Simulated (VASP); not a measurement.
Here is a VASP 6.6.1 calculation.

File POSCAR:

```
Si
1.0
    3.8421898961      0.0000000000      0.0000000000
   -1.9210949480      3.3274340561      0.0000000000
    0.0000000000      0.0000000000      3.2267774902
Si
2
Direct
    0.3333333333      0.6666666667      0.8811704714
    0.6666666667      0.3333333333      0.1188295286
```

The input INCAR.step1:

```
SYSTEM = Si
PREC = Accurate ; ENCUT = 520
EDIFF = 1E-6 ; ISMEAR = 0
SIGMA = 0.1 ; LREAL = .False.
LASPH = .True. ; NELM = 60
ALGO = Normal ; ISIF = 2
LWAVE = .False. ; LCHARG = .True.
GGA = PE ; IVDW = 12
NBANDS = 11
```

Contents of KPOINTS.step1:

```
Automatic mesh
0
Gamma
  18 18 18
  0 0 0
```

INCAR.step2

```
SYSTEM = Si
PREC = Accurate ; ENCUT = 520
EDIFF = 1E-6 ; ISMEAR = -5
SIGMA = 0.1 ; LREAL = .False.
LASPH = .True. ; NELM = 60
ALGO = Normal ; ISIF = 2
LWAVE = .False. ; LCHARG = .False.
GGA = PE ; IVDW = 12
LORBIT = 11 ; NEDOS = 2001
ICHARG = 11
```

File KPOINTS.step2:

```
Automatic mesh
0
Gamma
  27 27 27
  0 0 0
```

Potentials or basis: VASP PAW PBE potentials, release 64 (Si).

The run is started by

```console
$ cat potpaw_PBE.64/Si/POTCAR > POTCAR
$ cp INCAR.step1 INCAR
$ cp KPOINTS.step1 KPOINTS
$ mpirun -np 1 vasp_std > vasp.out
$ cp INCAR.step2 INCAR
$ cp KPOINTS.step2 KPOINTS
$ mpirun -np 1 vasp_std > vasp.out
```

What does it give for the dispersion energy per atom?

-0.382 eV.
